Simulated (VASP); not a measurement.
# MnS (Fm-3m) in VASP: a series of runs, part 3 of 3

VASP 6.6.1.

**6. Single point, PBE+D3(BJ), collinear spin, ferromagnetic start**

This run uses another cell than the first one, of 17.83 Å³/atom.

The input, INCAR:

```
SYSTEM = MnS
PREC = Accurate
ENCUT = 500
EDIFF = 1E-6
ISMEAR = 0
SIGMA = 0.05
LREAL = .FALSE.
LASPH = .TRUE.
NELM = 200
ALGO = Normal
ISIF = 2
LWAVE = .FALSE.
LCHARG = .FALSE.
ISPIN = 2
MAGMOM = 4.63 0
LORBIT = 11
LMAXMIX = 4
GGA = PE
IVDW = 12
NBANDS = 20
GGA_COMPAT = .FALSE.
```

The input, KPOINTS:

```
Automatic mesh
0
G
  8 8 8
  0 0 0
```

The input, POSCAR:

```
MnS
1.0
    0.0000000000      2.6122498864      2.6122498864
    2.6122498864      0.0000000000      2.6122498864
    2.6122498864      2.6122498864      0.0000000000
Mn S
1 1
Direct
    0.0000000000      0.0000000000      0.0000000000
    0.5000000000      0.5000000000      0.5000000000
```

Potentials or basis: VASP PAW PBE potentials, release 64 (Mn_pv, S).

Run with:

```console
$ cat potpaw_PBE.64/Mn_pv/POTCAR potpaw_PBE.64/S/POTCAR > POTCAR
$ mpirun -np 1 vasp_std > vasp.out
```

OUTCAR:

```text
SYSTEM = MnS
   PREC = Accurate
   ENCUT = 500
   EDIFF = 1E-6
   ISMEAR = 0
   LREAL = .FALSE.
   LASPH = .TRUE.
   NELM = 200
   ISIF = 2
   ISPIN = 2
   LORBIT = 11
   GGA = PE
   IVDW = 12
 IVDW          = 12

 ion  position               nearest neighbor table
   1  0.000  0.000  0.000-   2 2.61   2 2.61   2 2.61   2 2.61   2 2.61   2 2.61
   2  0.500  0.500  0.500-   1 2.61   1 2.61   1 2.61   1 2.61   1 2.61   1 2.61

  LATTYP: Found a face centered cubic cell.
 ALAT       =     5.2244997728

  Lattice vectors:

 A1 = (   0.0000000000,   2.6122498864,   2.6122498864)
 A2 = (   2.6122498864,   0.0000000000,   2.6122498864)
 A3 = (   2.6122498864,   2.6122498864,   0.0000000000)

Analysis of symmetry for initial positions (statically):
=====================================================================
 Subroutine PRICEL returns:
 Original cell was already a primitive cell.

 Routine SETGRP: Setting up the symmetry group for a
 face centered cubic supercell.

[... 752 lines left out ...]
      6       4.8750      1.00000
[... 541 lines left out ...]
     19      21.6741      0.00000
     20      22.4183      0.00000

 [... further k-points ...]

------------------------ aborting loop because EDIFF is reached ----------------------------------------

 Edisp (eV)   -0.80970

 E8    (eV) :    -0.3343

  FORCE on cell =-STRESS in cart. coord.  units (eV):
  Direction    XX          YY          ZZ          XY          YZ          ZX
  --------------------------------------------------------------------------------------
  -------------------------------------------------------------------------------------
  Total      -1.69093    -1.69093    -1.69093    -0.00000    -0.00000     0.00000
  in kB     -75.99099   -75.99099   -75.99099    -0.00000    -0.00000     0.00000
  external pressure =      -75.99 kB  Pullay stress =        0.00 kB

 VOLUME and BASIS-vectors are now :
 -----------------------------------------------------------------------------
  energy-cutoff  :      500.00
  volume of cell :       35.65
      direct lattice vectors                 reciprocal lattice vectors
     0.000000000  2.612249886  2.612249886    -0.191405884  0.191405884  0.191405884
     2.612249886  0.000000000  2.612249886     0.191405884 -0.191405884  0.191405884
     2.612249886  2.612249886  0.000000000     0.191405884  0.191405884 -0.191405884

 POSITION                                       TOTAL-FORCE (eV/Angst)
 -----------------------------------------------------------------------------------
      0.00000      0.00000      0.00000         0.000000      0.000000      0.000000
      2.61225      2.61225      2.61225        -0.000000      0.000000     -0.000000
 -----------------------------------------------------------------------------------
    total drift:                               -0.000000      0.000000      0.000000

  FREE ENERGIE OF THE ION-ELECTRON SYSTEM (eV)
  ---------------------------------------------------
  free  energy   TOTEN  =       -14.8747961698 eV

  energy  without entropy=      -14.8738449514  energy(sigma->0) =      -14.87432056

 total charge

# of ion       s       p       d       tot
------------------------------------------
    1        0.213   6.159   4.927  11.300
    2        1.328   2.394   0.000   3.722
--------------------------------------------------
tot          1.541   8.554   4.927  15.022

 magnetization (x)

# of ion       s       p       d       tot
------------------------------------------
    1        0.051   0.038   4.162   4.252
    2        0.026   0.071   0.000   0.097
--------------------------------------------------
tot          0.077   0.109   4.162   4.349
```

stdout:

```text
POSCAR found type information on POSCAR MnS
 POSCAR found :  2 types and       2 ions
 scaLAPACK will be used
 LDA part: xc-table for (Slater+PW92), standard interpolation
 POSCAR, INCAR and KPOINTS ok, starting setup
 FFT: planning ... GRIDC
 FFT: planning ... GRID_SOFT
 FFT: planning ... GRID
 WAVECAR not read
 entering main loop
```

Run time: 2.1 min. Hardware: 1 thread of Intel Xeon 8259CL, shared host; peak memory 0.19 GiB.

Results:

- Free energy: -14.8748 eV
- Pressure: -7.6 GPa
- Net moment: 4.69 μB per cell
- Site moments: Mn +4.25; S +0.10 μB
- Valence electrons inside the program's atomic spheres: Mn 11.30; S 3.72
- Dispersion energy per atom: -0.405 eV

Caveat: three body term missing; the cell stands under tension; a cell with one magnetic atom can't hold antiferromagnetic order, which such compounds often take; semilocal functionals often make such compounds metallic where correlation or magnetic order opens a gap, which also shifts bond lengths. With open d or f shells a metallic result of PBE can be an artefact of self-interaction; +U or a hybrid may open a gap.

**7. Summary**

```csv
level,cell,gap on the mesh (eV),pressure (GPa),moment (μB)
PBE+D3(BJ),"a = 3.600 Å, angles 60.0°, 2 atoms",none,-2.9,4.58
BLYP+D3(BJ),"a = 3.633 Å, angles 60.0°, 2 atoms",none,-4.8,4.57
PBE+D3(BJ),"a = 3.635 Å, angles 60.0°, 2 atoms",none,-4.5,4.65
PBE,"a = 3.694 Å, angles 60.0°, 2 atoms",none,-3.9,4.69
PBE+D3(BJ),"a = 3.694 Å, angles 60.0°, 2 atoms",none,-7.6,4.69
```

Alike in all rows: task single point; potentials or basis VASP PAW PBE potentials, release 64 (Mn_pv, S); spin collinear, ferromagnetic start; k mesh 8 × 8 × 8; cutoff (eV) 500; smearing gaussian 0.05 eV.

Caveats: a cell with one magnetic atom can't hold antiferromagnetic order, which such compounds often take; semilocal functionals often make such compounds metallic where correlation or magnetic order opens a gap, which also shifts bond lengths; the cell stands under tension (at least some runs); three body term missing (at least some runs); the PAW data sets were made with another functional, which shifts forces and pressure a little (at least some runs).

Absolute energies hang on the potentials; compare differences alone.
